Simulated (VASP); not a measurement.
Write the native input for VASP 6.6.1 that does the following.

| Property | Result |
| --- | --- |
| Task | single point |
| Functional | PBEsol |
| Potentials or basis | VASP PAW PBE potentials, release 64 (Hf_pv, O) |
| Cutoff | 520 eV |
| k mesh | 6 × 6 × 8 |
| Occupations | gaussian, width 0.05 eV |
| Spin | no spin polarisation |
| Dipole correction | no |
| Further INCAR settings | ALGO = Normal; EDIFF = 1e-07; NBANDS = 31 |

The structure of HfO2 lies in POSCAR:

```
HfO2
1.0
    4.8307835077      0.0000000000      0.0000000000
    0.0000000000      4.8307835077      0.0000000000
    0.0000000000      0.0000000000      3.2101828971
Hf O
2 4
Direct
    0.0000000000      0.0000000000     -0.0464771026
    0.5000000000      0.5000000000      0.5464771026
    0.1761297406      0.7861640144      0.4824506977
    0.3238702594      0.2861640144      0.0175493023
    0.6761297406      0.7138359856      0.0175493023
    0.8238702594      0.2138359856      0.4824506977
```

This cell differs from its parent crystal: atoms displaced along a vibrational mode.

One way to write it, as run:

INCAR

```
SYSTEM = HfO2
PREC = Accurate
ENCUT = 520
EDIFF = 1E-7
ISMEAR = 0
SIGMA = 0.05
LREAL = .False.
LASPH = .True.
NELM = 80
ALGO = Normal
ISIF = 2
LWAVE = .False.
LCHARG = .True.
GGA = PS
LELF = .True.
LVHAR = .True.
NBANDS = 31
```

KPOINTS

```
regular mesh
0
Gamma
  6 6 8
  0 0 0
```

Potentials or basis: VASP PAW PBE potentials, release 64 (Hf_pv, O).

Command:

```sh
$ cat potpaw_PBE.64/Hf_pv/POTCAR potpaw_PBE.64/O/POTCAR > POTCAR
$ mpirun -np 1 vasp_std > vasp.out
```

It gave:

```yaml
Pressure: -3.3 GPa
Largest_force: 0.909 eV/Å
Band_gap_on_the_k_mesh: 3.98 eV
```

Caveat: the cell differs from its parent crystal (atoms displaced along a vibrational mode); the cell stands under tension; the PAW data sets were made with another functional, which shifts forces and pressure a little; spin-orbit coupling is left out, which moves the levels of the heavy elements.

Wall time 110 s on 1 thread of AMD EPYC 7R13 Processor (Zen 3), with other jobs on the host, peak memory 0.25 GiB.
